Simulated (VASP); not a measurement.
Input of a VASP 6.6.1 run:

Contents of INCAR:

```
PREC     = Accurate       # precision mode
ENCUT    = 520            # plane-wave cutoff, eV
EDIFF    = 1E-7           # SCF threshold, eV
ISMEAR   = 0              # smearing method
SIGMA    = 0.01           # smearing width, eV
LREAL    = Auto         
LASPH    = T              # aspherical terms in the spheres
NELM     = 150            # most SCF steps
ALGO     = Normal         # electronic algorithm
ISIF     = 2              # what is computed and relaxed
LWAVE    = F              # write WAVECAR
LCHARG   = T              # write CHGCAR
ISPIN    = 2              # spin polarisation
MAGMOM   = 0.25 0 0.25 0.25 0 0 0 0 0 0 0 0.25 0 0 0 0 0 0 0 0 0 0 0 0 0 0 0 0 0 0 0 # initial moments
LORBIT   = 11             # projections on sites
GGA      = PE             # functional
LELF     = T              # ELF
LVHAR    = T            
NBANDS   = 86             # bands
NELECT   = 121.0
```

The input KPOINTS:

```
Automatic mesh
0
Gamma
  4 4 4
  0.5 0.5 0.5
```

POSCAR

```
Al16N15
1.0
   -4.4031742015     -4.4031742015      4.4031742015
    4.4031742015     -4.4031742015     -4.4031742015
    4.4031742015      4.4031742015      4.4031742015
Al N
16 15
Direct
    0.2500000000      0.0281080250      0.7500000000
    0.0036052030      0.0021053539      0.0021053539
    0.5281080250      0.7500000000      0.7500000000
    0.2500000000      0.7500000000      0.0281080250
   -0.0021053539      0.7500000000      0.2514998491
    0.7485001509     -0.0036052030      0.2485001509
    0.5021053539      0.0021053539      0.5036052030
   -0.0021053539      0.2514998491      0.7500000000
    0.7514998491      0.4978946461      0.7500000000
    0.5021053539      0.5036052030      0.0021053539
    0.2500000000      0.4978946461      0.2514998491
   -0.0281080250      0.4718919750      0.4718919750
    0.7514998491      0.7500000000      0.4978946461
    0.7485001509      0.2485001509     -0.0036052030
    0.4963947970      0.2485001509      0.2485001509
    0.2500000000      0.2514998491      0.4978946461
   -0.0009729612      0.7500000000     -0.0006375515
    0.4993624485      0.4990270388      0.7500000000
    0.2500000000      0.4990270388     -0.0006375515
    0.0006375515      0.5006375515      0.2496645903
    0.7500000000      0.7500000000      0.2500000000
    0.4993624485      0.7500000000      0.4990270388
   -0.0009729612     -0.0006375515      0.7500000000
    0.7500000000      0.2500000000      0.7500000000
    0.5009729612      0.2503354097      0.0009729612
    0.2500000000      0.2500000000      0.2500000000
    0.0006375515      0.2496645903      0.5006375515
    0.7496645903      0.5006375515      0.5006375515
    0.7503354097      0.0009729612      0.0009729612
    0.5009729612      0.0009729612      0.2503354097
    0.2500000000     -0.0006375515      0.4990270388
```

Potentials or basis: VASP PAW PBE potentials, release 64 (Al, N).

Launch:

```console
$ cat potpaw_PBE.64/Al/POTCAR potpaw_PBE.64/N/POTCAR > POTCAR
$ mpirun -np 1 vasp_std > vasp.out
```

Problem. Predict the largest force.

Solution. 0.015 eV/Å.

Problem. Estimate the site moments.

Solution. Al +0.02, +0.00 (each value once); N +0.02, +0.01 (each value once) μB.

Problem. Estimate the net moment.

Solution. 1.00 μB per cell.

Forces on the atoms (eV/Å):
```
Al   0.003 -0.003 -0.003
Al  -0.007 -0.002  0.002
Al  -0.003 -0.003  0.003
Al   0.003  0.003  0.003
Al   0.002  0.002  0.007
Al  -0.002  0.002 -0.007
Al   0.002  0.007  0.002
Al   0.002 -0.007 -0.002
Al  -0.002 -0.007  0.002
Al   0.002 -0.002 -0.007
Al   0.007  0.002  0.002
Al  -0.003  0.003 -0.003
Al  -0.002 -0.002  0.007
Al  -0.002  0.007 -0.002
Al  -0.007  0.002 -0.002
Al   0.007 -0.002 -0.002
N    0.003  0.003 -0.014
N   -0.003  0.014  0.003
N   -0.014  0.003  0.003
N   -0.003 -0.014 -0.003
N    0.000  0.000  0.000
N   -0.003 -0.003 -0.014
N    0.003  0.014 -0.003
N    0.000  0.000  0.000
N    0.003 -0.003  0.014
N    0.000  0.000  0.000
N   -0.003  0.003  0.014
N    0.014  0.003 -0.003
N    0.014 -0.003  0.003
N    0.003 -0.014  0.003
N   -0.014 -0.003 -0.003
```

Caveat: the cell carries a net charge on a neutralising background, which shifts energy and pressure; the cell differs from its parent crystal (atoms taken out, then relaxed in part).
